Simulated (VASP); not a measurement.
Wanted: the native input for a VASP 6.6.1 run.

| Property | Result |
| --- | --- |
| Task | single point |
| Functional | r2SCAN |
| Dispersion | rVV10 |
| Potentials or basis | VASP PAW PBE potentials, release 64 (Pb_d, S) |
| Cutoff | 520 eV |
| k mesh | 4 × 4 × 4 |
| Occupations | fermi-dirac, width 0.03 eV |
| Spin | no spin polarisation |
| Dipole correction | no |
| Further INCAR settings | ALGO = Normal; EDIFF = 1e-07; NBANDS = 31 |

The system is Pb2S3.

```
CELL_PARAMETERS angstrom
5.10533 0.00000 0.00000
0.00000 5.10533 0.00000
0.00000 0.00000 5.10533
ATOMIC_POSITIONS crystal
Pb 0.00000 0.00000 0.00000
Pb 0.50000 0.50000 0.50000
S 0.50000 0.50000 0.00000
S 0.50000 0.00000 0.50000
S 0.00000 0.50000 0.50000
```

One way to write it, as run:

POSCAR

```
Pb2S3
1.0
    5.1053263456      0.0000000000      0.0000000000
    0.0000000000      5.1053263456      0.0000000000
    0.0000000000      0.0000000000      5.1053263456
Pb S
2 3
Direct
    0.0000000000      0.0000000000      0.0000000000
    0.5000000000      0.5000000000      0.5000000000
    0.5000000000      0.5000000000      0.0000000000
    0.5000000000      0.0000000000      0.5000000000
    0.0000000000      0.5000000000      0.5000000000
```

INCAR.step1

```
SYSTEM = Pb2S3
PREC = Accurate
ENCUT = 520
ISMEAR = -1
SIGMA = 0.03
LREAL = .FALSE.
LASPH = .TRUE.
NELM = 100
NBANDS = 31
GGA = PE
ALGO = Normal
EDIFF = 1E-4
LWAVE = .TRUE.
LCHARG = .FALSE.
```

INCAR.step2

```
SYSTEM = Pb2S3
PREC = Accurate
ENCUT = 520
EDIFF = 1E-7
ISMEAR = -1
SIGMA = 0.03
LREAL = .FALSE.
LASPH = .TRUE.
NELM = 100
ALGO = Normal
ISIF = 2
LWAVE = .FALSE.
LCHARG = .TRUE.
METAGGA = R2SCAN
LMIXTAU = .TRUE.
LUSE_VDW = .TRUE.
IVDW_NL = 2
BPARAM = 11.95
CPARAM = 0.0093
LELF = .TRUE.
LVHAR = .TRUE.
NBANDS = 31
ISTART = 1
```

KPOINTS

```
Automatic mesh
0
G
  4 4 4
  0 0 0
```

Potentials or basis: VASP PAW PBE potentials, release 64 (Pb_d, S).

The run is started by

```bash
$ cat potpaw_PBE.64/Pb_d/POTCAR potpaw_PBE.64/S/POTCAR > POTCAR
$ cp INCAR.step1 INCAR
$ mpirun -np 1 vasp_std > vasp.out
$ cp INCAR.step2 INCAR
$ mpirun -np 1 vasp_std > vasp.out
```

Results of the run:

```
Pressure               : 0.1 GPa
Band gap on the k mesh : zero (band 23 reaches 4.26 eV, above the bottom of band 24 at 3.15 eV)
```

Caveat: the PAW data sets were made with another functional, which shifts forces and pressure a little; spin-orbit coupling is left out, which moves the levels of the heavy elements.

It took 3.9 min on 1 thread of Intel(R) Xeon(R) Platinum 8488C (Sapphire Rapids), on a shared host, peak memory 0.5 GiB.
